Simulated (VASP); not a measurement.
# Mg2Cd3Te (P6mm) in VASP: notebook, part 3 of 3

VASP 6.6.1.

### 6 Relaxation of cell and atoms, PBE

This run uses another cell than the first one, of 26.10 Å³/atom.

INCAR

```
ALGO = Fast
EDIFF = 1E-6
EDIFFG = -0.01
ENCUT = 600
GGA = PE
IBRION = 2
ISIF = 3
ISMEAR = 0
LASPH = T
LCHARG = F
LREAL = F
LWAVE = F
NELM = 80
NSW = 100
PREC = Accurate
SIGMA = 0.1
```

KPOINTS

```
k-points
0
Gamma
  6 6 8
```

POSCAR

```
Mg2Cd3Te
1.0
    6.1129424777      0.0000000000      0.0000000000
   -3.0564712389      5.2939634776      0.0000000000
    0.0000000000      0.0000000000      4.8386017009
Mg Cd Te
2 3 1
Direct
    0.6666666667      0.3333333333      0.9622619781
    0.3333333333      0.6666666667      0.9622619781
    0.5000000000      0.5000000000      0.4581056483
    0.5000000000      0.0000000000      0.4581056483
    0.0000000000      0.5000000000      0.4581056483
    0.0000000000      0.0000000000      0.8947960490
```

Potentials or basis: VASP PAW PBE potentials, release 64 (Mg, Cd, Te).

Command:

```console
$ cat potpaw_PBE.64/Mg/POTCAR potpaw_PBE.64/Cd/POTCAR potpaw_PBE.64/Te/POTCAR > POTCAR
$ mpirun -np 1 vasp_std > vasp.out
```

OUTCAR:

```text
EDIFF = 1E-6
   EDIFFG = -0.01
   ENCUT = 600
   GGA = PE
   IBRION = 2
   ISIF = 3
   ISMEAR = 0
   LASPH = T
   LREAL = F
   NELM = 80
   NSW = 100
   PREC = Accurate

 ion  position               nearest neighbor table
   1  0.667  0.333  0.962-   5 2.98   4 2.98   3 2.98   5 3.01   4 3.01   3 3.01   2 3.53   2 3.53
                             2 3.53   6 3.54   6 3.54   6 3.54
   2  0.333  0.667  0.962-   5 2.98   4 2.98   3 2.98   5 3.01   4 3.01   3 3.01   1 3.53   1 3.53
                             1 3.53   6 3.54   6 3.54   6 3.54
   3  0.500  0.500  0.458-   1 2.98   2 2.98   1 3.01   2 3.01   5 3.06   5 3.06   4 3.06   4 3.06
                             6 3.72   6 3.72
   4  0.500  0.000  0.458-   1 2.98   2 2.98   1 3.01   2 3.01   5 3.06   5 3.06   3 3.06   3 3.06
                             6 3.72   6 3.72
   5  0.000  0.500  0.458-   1 2.98   2 2.98   1 3.01   2 3.01   3 3.06   3 3.06   4 3.06   4 3.06
                             6 3.72   6 3.72
   6  0.000  0.000  0.895-   1 3.54   2 3.54   1 3.54   2 3.54   1 3.54   2 3.54   4 3.72   4 3.72
                             3 3.72   3 3.72   5 3.72   5 3.72

  LATTYP: Found a hexagonal cell.
 ALAT       =     6.1129424777
 C/A-ratio  =     0.7915339820

  Lattice vectors:

 A1 = (   6.1129424777,   0.0000000000,   0.0000000000)
 A2 = (  -3.0564712389,   5.2939634776,   0.0000000000)
 A3 = (   0.0000000000,   0.0000000000,   4.8386017009)

Analysis of symmetry for initial positions (statically):
=====================================================================
 Subroutine PRICEL returns:
 Original cell was already a primitive cell.

 Routine SETGRP: Setting up the symmetry group for a
 hexagonal supercell.

 Subroutine GETGRP returns: Found 12 space group operations
 (whereof 12 operations were pure point group operations)
 out of a pool of 24 trial point group operations.

The static configuration has the point symmetry C_6v.

Analysis of symmetry for dynamics (positions and initial velocities):
=====================================================================
 Subroutine PRICEL returns:
 Original cell was already a primitive cell.

 Routine SETGRP: Setting up the symmetry group for a
 hexagonal supercell.

 Subroutine GETGRP returns: Found 12 space group operations
 (whereof 12 operations were pure point group operations)
 out of a pool of 24 trial point group operations.

The dynamic configuration has the point symmetry C_6v.

 Subroutine INISYM returns: Found 12 space group operations
 (whereof 12 operations are pure point group operations),
 and found     1 'primitive' translations

----------------------------------------------------------------------------------------

                                     Primitive cell

  volume of cell :     156.5853

  direct lattice vectors                    reciprocal lattice vectors
     6.112942478  0.000000000  0.000000000     0.163587340  0.094447195  0.000000000
    -3.056471239  5.293963478  0.000000000     0.000000000  0.188894390  0.000000000
     0.000000000  0.000000000  4.838601701     0.000000000  0.000000000  0.206671279

  length of vectors
     6.112942478  6.112942478  4.838601701     0.188894390  0.188894390  0.206671279

  position of ions in fractional coordinates (direct lattice)
     0.666666667  0.333333333  0.962261978
     0.333333333  0.666666667  0.962261978
     0.500000000  0.500000000  0.458105648
[... 82 lines left out ...]
   ENCUT  =  600.0 eV  44.10 Ry    6.64 a.u.  12.21 12.21  9.66*2*pi/ulx,y,z
   NELM   =     80;   NELMIN=  2; NELMDL= -5     # of ELM steps
   EDIFF  = 0.1E-05   stopping-criterion for ELM
   LREAL  =      F    real-space projection
   EDIFFG = -.1E-01   stopping-criterion for IOM
   NSW    =    100    number of steps for IOM
   IBRION =      2    ionic relax: 0-MD 1-quasi-New 2-CG
   NFREE  =      1    steps in history (QN), initial steepest desc. (CG)
   ISIF   =      3    stress and relaxation
   ISYM   =      2    0-nonsym 1-usesym 2-fastsym
   POTIM  = 0.5000    time-step for ionic-motion
   TEBEG  =    0.0;   TEEND  =   0.0 temperature during run
   PSTRESS=    0.0 pullay stress
   NELECT =      46.0000    total number of electrons
   NUPDOWN=      -1.0000    fix difference up-down
   EMIN   =  10.00;   EMAX   =-10.00  energy-range for DOS
   EFERMI =   0.00;   METHOD = LEGACY
   ISMEAR =     0;   SIGMA  =   0.10  broadening in eV -4-tet -1-fermi 0-gaus
   EFERMI_NEDOS =   21; number of points for ismear=-14 and -15
   IALGO  =     68    algorithm
   IMIX   =      4    mixing-type and parameters
     AMIX     =   0.40;   BMIX     =  1.00
     AMIX_MAG =   1.60;   BMIX_MAG =  1.00
  volume/ion in A,a.u.               =      26.10       176.12
  Fermi-wavevector in a.u.,A,eV,Ry     =   1.088288  2.056566 16.114335  1.184370
  Thomas-Fermi vector in A             =   2.224466
   LORBIT       =      0    0 simple, 1 ext, 2 COOP (PROOUT), +10 PAW based schemes
   GGA     = PE    functional components
   LHFCALC =     F    Hartree Fock is set to
   AEXX    =    0.0000 exact exchange contribution
   IVDW    =     0    specifies the selected vdW correction
   LEPSILON=     F    determine dielectric tensor
   LRPA    =     F    only Hartree local field effects (RPA)
 conjugate gradient relaxation of ions
 non-spin polarized calculation
 RMM-DIIS sequential band-by-band and
 Gauss-broadening in eV      SIGMA  =   0.10
  energy-cutoff  :      600.00
  volume of cell :      156.59
 maximum number of plane-waves:      5254
 NGX is ok and might be reduce to    50
   NGX = 25   NGY = 25   NGZ = 19

--------------------------------------- Ionic step        1  -------------------------------------------

 number of electron      46.0000018 magnetization

 Free energy of the ion-electron system (eV)
  ---------------------------------------------------
  ext. energy  EPLUGINS =         0.00000000
  ---------------------------------------------------
  free energy    TOTEN  =        -8.21234312 eV

  energy without entropy =       -8.18847617  energy(sigma->0) =       -8.20040964

------------------------ aborting loop because EDIFF is reached ----------------------------------------

  FORCE on cell =-STRESS in cart. coord.  units (eV):
  Direction    XX          YY          ZZ          XY          YZ          ZX
  --------------------------------------------------------------------------------------
  -------------------------------------------------------------------------------------
  Total       -0.7304418     -0.7304418      1.1724491      0.0000000      0.0000000      0.0000000
  in kB       -7.4738620     -7.4738620     11.9964699      0.0000000      0.0000000      0.0000000
  external PRESSURE =      -0.9837514 kB  Pullay stress =       0.0000000 kB
[... 101 lines left out ...]
  FREE ENERGIE OF THE ION-ELECTRON SYSTEM (eV)
  ---------------------------------------------------
  free  energy   TOTEN  =        -8.2502827989 eV

  energy  without entropy=       -8.2247663053  energy(sigma->0) =       -8.23752455

[... ionic steps 4 to 29 ...]

--------------------------------------- Ionic step       30  -------------------------------------------

 number of electron      46.0000003 magnetization

------------------------ aborting loop because EDIFF is reached ----------------------------------------
[... 75 lines left out ...]
--------------------------------------- Ionic step       32  -------------------------------------------

 number of electron      46.0000002 magnetization

 Free energy of the ion-electron system (eV)
  ---------------------------------------------------
  ext. energy  EPLUGINS =         0.00000000
  ---------------------------------------------------
  free energy    TOTEN  =        -8.35781782 eV

  energy without entropy =       -8.34388814  energy(sigma->0) =       -8.35085298

 E-fermi :   2.9078     XC(G=0):  -9.3431

 val. band max:        2.9057082810   @ k =   0.1667   0.1667   0.5000
 cond. band min:       2.9283792107   @ k =   0.1667   0.0000   0.2500
 fundamental gap:      0.0226709297
 Fermi energy:         2.9078133771

 k-point     1 :       0.0000    0.0000    0.0000
  band No.  band energies     occupation
      1      -8.2759      2.00000
      2      -6.8099      2.00000
      3      -6.4726      2.00000
      4      -6.4726      2.00000
      5      -6.4569      2.00000
      6      -6.1710      2.00000
[... 709 lines left out ...]
     26       4.7145      0.00000
     27       6.3879      0.00000

 [... further k-points ...]

------------------------ aborting loop because EDIFF is reached ----------------------------------------

  FORCE on cell =-STRESS in cart. coord.  units (eV):
  Direction    XX          YY          ZZ          XY          YZ          ZX
  --------------------------------------------------------------------------------------
  -------------------------------------------------------------------------------------
  Total       -0.0102480     -0.0102480      0.0348640      0.0000000      0.0000000      0.0000000
  in kB       -0.1043279     -0.1043279      0.3549254      0.0000000      0.0000000      0.0000000
  external PRESSURE =       0.0487565 kB  Pullay stress =       0.0000000 kB
[... 21 lines left out ...]
  FREE ENERGIE OF THE ION-ELECTRON SYSTEM (eV)
  ---------------------------------------------------
  free  energy   TOTEN  =        -8.3578178216 eV

  energy  without entropy=       -8.3438881442  energy(sigma->0) =       -8.35085298

 reached required accuracy - stopping structural energy minimisation
```

CONTCAR:

```text
Mg2Cd3Te
   1.00000000000000
     6.0293107746558547    0.0000000000010079    0.0000000000000003
    -3.0146553873763686    5.2215362981996236    0.0000000000000002
    -0.0000000000000003    0.0000000000000008    4.9990166835856114
  Mg              Cd              Te
     2     3     1
Direct
     0.6666666667000030    0.3333333332999970    0.9906115991236197
     0.3333333332999970    0.6666666667000030    0.9906115991236197
     0.5000000000000000    0.5000000000000000    0.4830481410395671
     0.5000000000000000    0.0000000000000000    0.4830481410395671
     1.0000000000000000    0.5000000000000000    0.4830481410395671
     0.0000000000000000    0.0000000000000000    0.7632693287340597

  0.00000000E+00  0.00000000E+00  0.00000000E+00
  0.00000000E+00  0.00000000E+00  0.00000000E+00
  0.00000000E+00  0.00000000E+00  0.00000000E+00
  0.00000000E+00  0.00000000E+00  0.00000000E+00
  0.00000000E+00  0.00000000E+00  0.00000000E+00
  0.00000000E+00  0.00000000E+00  0.00000000E+00
```

It took 36 min on 1 thread of Intel Xeon 6975P-C (Granite Rapids), shared host; peak memory 0.47 GiB.

Results:

| Item | Value |
| --- | --- |
| Free energy | -8.3578 eV |
| Relaxed volume | 26.23 Å³/atom |
| Relaxed cell | a = 6.029 Å, b = 6.029 Å, c = 4.999 Å, α = 90.00°, β = 90.00°, γ = 120.00° |
| Space group after relaxing (to 0.1 Å) | P6mm (No. 183) |
| Energy gained by relaxing | 24.2 meV/atom |
| Ionic steps | 32 |
| Pressure after relaxing | 0.0 GPa |
| Largest force after relaxing | 0.007 eV/Å |
| Band gap on the k mesh | zero (bands 23 and 24 overlap by 1.56 eV) |

Forces on the atoms (eV/Å):
```
Mg   0.000  0.000 -0.002
Mg   0.000  0.000 -0.002
Cd   0.000  0.000 -0.001
Cd   0.000  0.000 -0.001
Cd   0.000  0.000 -0.001
Te   0.000  0.000  0.007
```

Step by step:
```csv
step,energy change (eV),largest force (eV/Å),pressure (GPa),volume (Å³)
1,0.0000,0.1102,-0.10,156.59
2,-0.0178,0.1184,-0.08,156.21
3,-0.0379,0.1186,0.08,155.25
4,-0.0395,0.1174,0.15,154.95
5,-0.0399,0.1149,0.19,154.70
6,-0.0397,0.1082,0.27,154.20
7,-0.0400,0.1112,0.24,154.46
8,-0.0422,0.1164,-0.09,155.93
9,-0.0423,0.1177,-0.15,156.28
10,-0.0449,0.1247,-0.15,156.23
11,-0.0526,0.1427,-0.11,156.10
12,-0.0660,0.1600,0.00,155.84
13,-0.0717,0.2838,0.31,155.30
14,-0.0741,0.1911,0.15,155.53
15,-0.0753,0.1936,0.15,155.56
16,-0.0787,0.2024,0.16,155.63
17,-0.0851,0.2222,0.15,155.78
18,-0.0942,0.2686,0.17,156.07
19,-0.0930,0.3798,0.32,156.65
20,-0.0973,0.3141,0.21,156.32
21,-0.1087,0.2823,0.09,156.82
22,-0.1325,0.1855,-0.21,158.30
23,-0.1273,0.0786,-0.66,161.22
24,-0.1394,0.1001,-0.40,159.51
25,-0.1433,0.0650,-0.08,157.91
26,-0.1435,0.0542,0.14,157.13
27,-0.1435,0.0536,0.09,157.37
28,-0.1441,0.0472,0.04,157.53
29,-0.1444,0.0429,-0.01,157.76
30,-0.1446,0.0374,-0.04,157.73
31,-0.1450,0.0278,-0.02,157.61
32,-0.1455,0.0074,0.00,157.38
```

Final structure:
```yaml
crystal:
  lattice:
    - [6.02931, 0.00000, 0.00000]
    - [-3.01466, 5.22154, 0.00000]
    - [0.00000, 0.00000, 4.99902]
  atoms:
    - { symbol: Mg, position: [0.66667, 0.33333, 0.99061] }
    - { symbol: Mg, position: [0.33333, 0.66667, 0.99061] }
    - { symbol: Cd, position: [0.50000, 0.50000, 0.48305] }
    - { symbol: Cd, position: [0.50000, 0.00000, 0.48305] }
    - { symbol: Cd, position: [0.00000, 0.50000, 0.48305] }
    - { symbol: Te, position: [0.00000, 0.00000, 0.76327] }
```

Levels at points of the mesh, in eV from the Fermi level:
```
           k point  band 19  band 20  band 21  band 22  band 23  band 24  band 25  band 26  band 27
(0.00, 0.00, 0.00)    -3.15    -2.46    -1.93    -1.50    -1.50    -0.82     2.16     3.37     3.37
(0.50, 0.00, 0.00)    -3.80    -1.77    -1.30     0.06     0.36     0.84     1.31     1.64     2.73
(0.00, 0.00, 0.50)    -2.73    -2.73    -1.73    -1.03    -0.41    -0.41     0.06     0.06     1.40
(0.50, 0.00, 0.50)    -3.94    -3.26    -2.74    -1.55    -0.83     0.61     1.79     1.81     3.58
```

Caveat: spin-orbit coupling is left out, which moves the levels of the heavy elements.

### 7 Summary

```csv
task,cell,k mesh,cutoff (eV),gap on the mesh (eV),pressure (GPa),relaxed volume (Å³/atom),largest force (eV/Å)
single point,"a = 5.988, b = 5.988, c = 4.206 Å, angles 90.0, 90.0, 120.0°, 6 atoms, atomic positions A",3 × 3 × 4,520,none,10.6,-,0.08
single point,"a = 6.113, b = 6.113, c = 4.839 Å, angles 90.0, 90.0, 120.0°, 6 atoms, atomic positions B",3 × 3 × 4,520,none,0.1,-,0.01
relaxation of cell and atoms,"relaxed from a = 5.988, b = 5.988, c = 4.206 Å, angles 90.0, 90.0, 120.0°, 6 atoms, atomic positions A",3 × 3 × 4,600,none,0.0,26.14,0.03
single point,"a = 6.021, b = 6.021, c = 5.010 Å, angles 90.0, 90.0, 120.0°, 6 atoms, atomic positions C",6 × 6 × 8,520,none,0.1,-,0.01
relaxation of cell and atoms,"relaxed from a = 6.113, b = 6.113, c = 4.839 Å, angles 90.0, 90.0, 120.0°, 6 atoms, atomic positions B",6 × 6 × 8,600,none,0.0,26.23,0.01
```

Alike in all rows: level PBE; potentials or basis VASP PAW PBE potentials, release 64 (Mg, Cd, Te); no spin polarisation; smearing gaussian 0.1 eV.

Caveats: some runs use coarse meshes; spin-orbit coupling is left out, which moves the levels of the heavy elements; the volume moved by over 15 % at a fixed basis, so the end points are rough (at least some runs).

Absolute energies hang on the potentials; compare differences alone.
